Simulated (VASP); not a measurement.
# CdS (I-4m2) in VASP: a series of runs

Runs on CdS. Level: PBE. Tasks: single point.

Everything below comes from runs of VASP 6.6.1. Logs are shortened: lines on timing, memory, paths and dates and some standing lists are left out, and cuts for length are marked.

## 1. The cell of the first run

Symmetry: I-4m2, No. 119, tetragonal system. Conventional cell: a = 4.162 Å, b = 4.162 Å, c = 5.768 Å, α = 90.00°, β = 90.00°, γ = 90.00°. Cd (site symmetry -4m2) has 4 S at 2.53 Å within 3.3 Å. Within 3.3 Å of S (site symmetry -4m2) lie 4 Cd at 2.53 Å.

## 2. Single point, PBE (zz strain of -2 %)

File INCAR:

```
SYSTEM = CdS
ALGO = Normal
EDIFF = 1E-6
ENCUT = 520
GGA = PE
ISIF = 2
ISMEAR = -1
LASPH = .True.
LCHARG = .False.
LREAL = .False.
LWAVE = .False.
NBANDS = 16
NELM = 60
PREC = Accurate
SIGMA = 0.02
```

File KPOINTS:

```
k-points
0
Gamma
  7 7 7
  0 0 0
```

File POSCAR:

```
CdS
1.0
    0.0000000000      2.9429534649      2.8840943956
    2.9429534649      0.0000000000      2.8840943956
    2.9429534649      2.9429534649      0.0000000000
Cd S
1 1
Direct
    0.0000000000      0.0000000000      0.0000000000
    0.7500000000      0.7500000000      0.7500000000
```

Potentials or basis: VASP PAW PBE potentials, release 64 (Cd, S).

Command:

```bash
cat potpaw_PBE.64/Cd/POTCAR potpaw_PBE.64/S/POTCAR > POTCAR
mpirun -np 1 vasp_std > vasp.out
```

OUTCAR:

```text
SYSTEM = CdS
   EDIFF = 1E-6
   ENCUT = 520
   GGA = PE
   ISIF = 2
   ISMEAR = -1
   LASPH = .True.
   LREAL = .False.
   NELM = 60
   PREC = Accurate

 ion  position               nearest neighbor table
   1  0.000  0.000  0.000-   2 2.53   2 2.53   2 2.53   2 2.53
   2  0.750  0.750  0.750-   1 2.53   1 2.53   1 2.53   1 2.53

  LATTYP: Found a body centered tetragonal cell.
 ALAT       =     4.1619647035
 C/A-ratio  =     1.3859292911

  Lattice vectors:

 A1 = (   0.0000000000,  -2.9429534649,  -2.8840943956)
 A2 = (   0.0000000000,   2.9429534649,  -2.8840943956)
 A3 = (   2.9429534649,   0.0000000000,   2.8840943956)

Analysis of symmetry for initial positions (statically):
=====================================================================
 Subroutine PRICEL returns:
 Original cell was already a primitive cell.

 Routine SETGRP: Setting up the symmetry group for a
 body centered tetragonal supercell.

 Subroutine GETGRP returns: Found  8 space group operations
 (whereof  8 operations were pure point group operations)
 out of a pool of 16 trial point group operations.

The static configuration has the point symmetry D_2d.

Analysis of symmetry for dynamics (positions and initial velocities):
=====================================================================
 Subroutine PRICEL returns:
 Original cell was already a primitive cell.

 Routine SETGRP: Setting up the symmetry group for a
 body centered tetragonal supercell.

 Subroutine GETGRP returns: Found  8 space group operations
 (whereof  8 operations were pure point group operations)
 out of a pool of 16 trial point group operations.

The dynamic configuration has the point symmetry D_2d.

 Subroutine INISYM returns: Found  8 space group operations
 (whereof  8 operations are pure point group operations),
 and found     1 'primitive' translations

----------------------------------------------------------------------------------------

                                     Primitive cell

  volume of cell :      49.9581

  direct lattice vectors                    reciprocal lattice vectors
     0.000000000  2.942953465  2.884094396    -0.169897352  0.169897352  0.173364645
     2.942953465  0.000000000  2.884094396     0.169897352 -0.169897352  0.173364645
     2.942953465  2.942953465  0.000000000     0.169897352  0.169897352 -0.173364645

  length of vectors
     4.120555251  4.120555251  4.161964703     0.296286213  0.296286213  0.296286213

  position of ions in fractional coordinates (direct lattice)
     0.000000000  0.000000000  0.000000000
     0.750000000  0.750000000  0.750000000

  ion indices of the primitive-cell ions
   primitive index   ion index
                 1           1
                 2           2

----------------------------------------------------------------------------------------

 KPOINTS: k-points

Automatic generation of k-mesh.
 Grid dimensions read from file:
 generate k-points for:    7    7    7

 Generating k-lattice:

  Cartesian coordinates                     Fractional coordinates (reciprocal lattice)
    -0.024271050  0.024271050  0.024766378     0.142857143  0.000000000  0.000000000
     0.024271050 -0.024271050  0.024766378     0.000000000  0.142857143  0.000000000
     0.024271050  0.024271050 -0.024766378     0.000000000  0.000000000  0.142857143

  Length of vectors
     0.042326602  0.042326602  0.042326602

  Shift w.r.t. Gamma in fractional coordinates (k-lattice)
     0.000000000  0.000000000  0.000000000

 Subroutine IBZKPT returns following result:
 ===========================================

 Found     40 irreducible k-points:

 Following reciprocal coordinates:
            Coordinates               Weight
  0.000000  0.000000  0.000000      1.000000
  0.142857  0.000000  0.000000      8.000000
  0.285714 -0.000000  0.000000      8.000000
  0.428571 -0.000000  0.000000      8.000000
  0.142857  0.142857  0.000000      2.000000
  0.285714  0.142857  0.000000      8.000000
[... 16 lines left out ...]
  0.428571  0.285714  0.142857      8.000000
 -0.428571  0.285714  0.142857     16.000000
 [... further k-points ...]
   k-points           NKPTS =     40   k-points in BZ     NKDIM =     40   number of bands    NBANDS=     16
   number of dos      NEDOS =    301   number of ions     NIONS =      2
   total plane-waves  NPLWV =  32768
   dimension x,y,z NGX =    32 NGY =   32 NGZ =   32
   dimension x,y,z NGXF=    64 NGYF=   64 NGZF=   64
   ions per type =               1   1
   NGX,Y,Z   is equivalent  to a cutoff of  12.91, 12.91, 12.78 a.u.
   NGXF,Y,Z  is equivalent  to a cutoff of  25.82, 25.82, 25.56 a.u.
 SYSTEM =  CdS
   PREC   = accura    normal or accurate (medium, high low for compatibility)
   ISTART =      0    job   : 0-new  1-cont  2-samecut
   ICHARG =      2    charge: 1-file 2-atom 10-const
   ISPIN  =      1    spin polarized calculation?
   LNONCOLLINEAR =      F non collinear calculations
   LSORBIT =      F    spin-orbit coupling
   LASPH  =      T    aspherical Exc in radial PAW
   ENCUT  =  520.0 eV  38.22 Ry    6.18 a.u.   7.66  7.66  7.74*2*pi/ulx,y,z
   NELM   =     60;   NELMIN=  2; NELMDL= -5     # of ELM steps
   EDIFF  = 0.1E-05   stopping-criterion for ELM
   LREAL  =      F    real-space projection
   EDIFFG = 0.1E-04   stopping-criterion for IOM
   NSW    =      0    number of steps for IOM
   IBRION =     -1    ionic relax: 0-MD 1-quasi-New 2-CG
   NFREE  =      0    steps in history (QN), initial steepest desc. (CG)
   ISIF   =      2    stress and relaxation
   ISYM   =      2    0-nonsym 1-usesym 2-fastsym
   POTIM  = 0.5000    time-step for ionic-motion
   TEBEG  =    0.0;   TEEND  =   0.0 temperature during run
   PSTRESS=    0.0 pullay stress
   NELECT =      18.0000    total number of electrons
   NUPDOWN=      -1.0000    fix difference up-down
   EMIN   =  10.00;   EMAX   =-10.00  energy-range for DOS
   EFERMI =   0.00;   METHOD = LEGACY
   ISMEAR =    -1;   SIGMA  =   0.02  broadening in eV -4-tet -1-fermi 0-gaus
   EFERMI_NEDOS =   21; number of points for ismear=-14 and -15
   IALGO  =     38    algorithm
   IMIX   =      4    mixing-type and parameters
     AMIX     =   0.40;   BMIX     =  1.00
     AMIX_MAG =   1.60;   BMIX_MAG =  1.00
  volume/ion in A,a.u.               =      24.98       168.57
  Fermi-wavevector in a.u.,A,eV,Ry     =   1.164922  2.201384 18.463700  1.357044
  Thomas-Fermi vector in A             =   2.301454
   LORBIT       =      0    0 simple, 1 ext, 2 COOP (PROOUT), +10 PAW based schemes
   GGA     = PE    functional components
[... 5 lines left out ...]
 non-spin polarized calculation
  energy-cutoff  :      520.00
  volume of cell :       49.96
 maximum number of plane-waves:      1359
   NGX = 15   NGY = 15   NGZ = 15

 number of electron      18.0000005 magnetization

 Free energy of the ion-electron system (eV)
  ---------------------------------------------------
  ext. energy  EPLUGINS =         0.00000000
  ---------------------------------------------------
  free energy    TOTEN  =        -6.12649892 eV

  energy without entropy =       -6.12649892  energy(sigma->0) =       -6.12649892

 E-fermi :   1.7348     XC(G=0):  -9.1176

 val. band max:        1.2937031432   @ k =   0.0000   0.0000   0.0000
 cond. band min:       2.3890175089   @ k =   0.0000   0.0000   0.0000
 fundamental gap:      1.0953143657
 Fermi energy:         1.7348366450

 k-point     1 :       0.0000    0.0000    0.0000
  band No.  band energies     occupation
      1     -11.0709      2.00000
      2      -6.4513      2.00000
      3      -6.4513      2.00000
      4      -6.4396      2.00000
      5      -5.9815      2.00000
      6      -5.9736      2.00000
[... 8 lines left out ...]
     15      12.6389      0.00000
     16      12.8675      0.00000

 k-point     2 :       0.1429    0.0000    0.0000
  band No.  band energies     occupation
      1     -10.9921      2.00000
      2      -6.4233      2.00000
      3      -6.4159      2.00000
      4      -6.3758      2.00000
      5      -5.9814      2.00000
      6      -5.9756      2.00000
[... 8 lines left out ...]
     15      12.1204      0.00000
     16      13.2172      0.00000

 k-point     3 :       0.2857   -0.0000    0.0000
  band No.  band energies     occupation
      1     -10.8143      2.00000
      2      -6.3697      2.00000
      3      -6.3596      2.00000
      4      -6.1178      2.00000
      5      -5.9686      2.00000
      6      -5.9685      2.00000
[... 8 lines left out ...]
     15      12.0291      0.00000
     16      12.4408      0.00000

 k-point     4 :       0.4286   -0.0000    0.0000
  band No.  band energies     occupation
      1     -10.6721      2.00000
      2      -6.3394      2.00000
      3      -6.3265      2.00000
      4      -5.9494      2.00000
      5      -5.9416      2.00000
      6      -5.7009      2.00000
[... 8 lines left out ...]
     15      13.2817      0.00000
     16      13.3545      0.00000

 k-point     5 :       0.1429    0.1429    0.0000
  band No.  band energies     occupation
      1     -10.9641      2.00000
      2      -6.3952      2.00000
      3      -6.3952      2.00000
      4      -6.3835      2.00000
      5      -5.9918      2.00000
      6      -5.9643      2.00000
[... 8 lines left out ...]
     15      12.7329      0.00000
     16      14.2569      0.00000

 k-point     6 :       0.2857    0.1429    0.0000
  band No.  band energies     occupation
      1     -10.8189      2.00000
      2      -6.3550      2.00000
      3      -6.3344      2.00000
      4      -6.2125      2.00000
      5      -5.9803      2.00000
      6      -5.9466      2.00000
[... 8 lines left out ...]
     15      12.7905      0.00000
     16      14.0256      0.00000
[... 267 lines left out ...]
 k-point    21 :      -0.2857   -0.0000    0.1429
  band No.  band energies     occupation
      1     -10.7152      2.00000
      2      -6.3294      2.00000
      3      -6.3182      2.00000
      4      -6.0164      2.00000
      5      -5.9850      2.00000
      6      -5.8508      2.00000
[... 8 lines left out ...]
     15      13.2882      0.00000
     16      13.8042      0.00000

 k-point    22 :      -0.1429   -0.0000    0.1429
  band No.  band energies     occupation
      1     -10.8798      2.00000
      2      -6.3850      2.00000
      3      -6.3666      2.00000
      4      -6.2580      2.00000
      5      -5.9937      2.00000
      6      -5.9540      2.00000
[... 8 lines left out ...]
     15      12.3141      0.00000
     16      14.3467      0.00000

 k-point    23 :       0.4286    0.2857    0.1429
  band No.  band energies     occupation
      1     -10.6876      2.00000
      2      -6.3000      2.00000
      3      -6.2768      2.00000
      4      -6.1056      2.00000
      5      -5.9442      2.00000
      6      -5.8338      2.00000
[... 8 lines left out ...]
     15      13.7427      0.00000
     16      15.3086      0.00000

 k-point    24 :      -0.4286    0.2857    0.1429
  band No.  band energies     occupation
      1     -10.5863      2.00000
      2      -6.2750      2.00000
      3      -6.2404      2.00000
      4      -6.0324      2.00000
      5      -5.9451      2.00000
      6      -5.5270      2.00000
[... 8 lines left out ...]
     15      13.5996      0.00000
     16      14.6825      0.00000

 [... further k-points ...]
[... 5 lines left out ...]
  --------------------------------------------------------------------------------------
  -------------------------------------------------------------------------------------
  Total        0.8199568      0.8199568      0.9198243      0.0000000      0.0000000     -0.0000000
  in kB       26.2963381     26.2963381     29.4991293      0.0000000      0.0000000     -0.0000000
  external PRESSURE =      27.3639352 kB  Pullay stress =       0.0000000 kB

 VOLUME and BASIS-vectors are now :
 -----------------------------------------------------------------------------
  energy-cutoff  :      520.00
  volume of cell :       49.96
      direct lattice vectors                 reciprocal lattice vectors
     0.000000000  2.942953465  2.884094396    -0.169897352  0.169897352  0.173364645
     2.942953465  0.000000000  2.884094396     0.169897352 -0.169897352  0.173364645
     2.942953465  2.942953465  0.000000000     0.169897352  0.169897352 -0.173364645

 POSITION                                       TOTAL-FORCE (eV/Angst)
 -----------------------------------------------------------------------------------
      0.00000      0.00000      0.00000        -0.000000     -0.000000     -0.000000
      4.41443      4.41443      4.32614         0.000000      0.000000      0.000000
 -----------------------------------------------------------------------------------
    total drift:                                0.000000      0.000000      0.000001

  FREE ENERGIE OF THE ION-ELECTRON SYSTEM (eV)
  ---------------------------------------------------
  free  energy   TOTEN  =        -6.1264989222 eV

  energy  without entropy=       -6.1264989222  energy(sigma->0) =       -6.12649892
```

Run time: 38 s. Hardware: 1 thread of Intel Xeon 8259CL, shared host; peak memory 0.19 GiB.

What came out:

- Free energy: -6.1265 eV
- Pressure: 2.7 GPa
- Band gap on the k mesh: 1.10 eV, direct

Caveat: the cell differs from its parent crystal (zz strain of -2 %).

(Continued in part 2 of 2.)
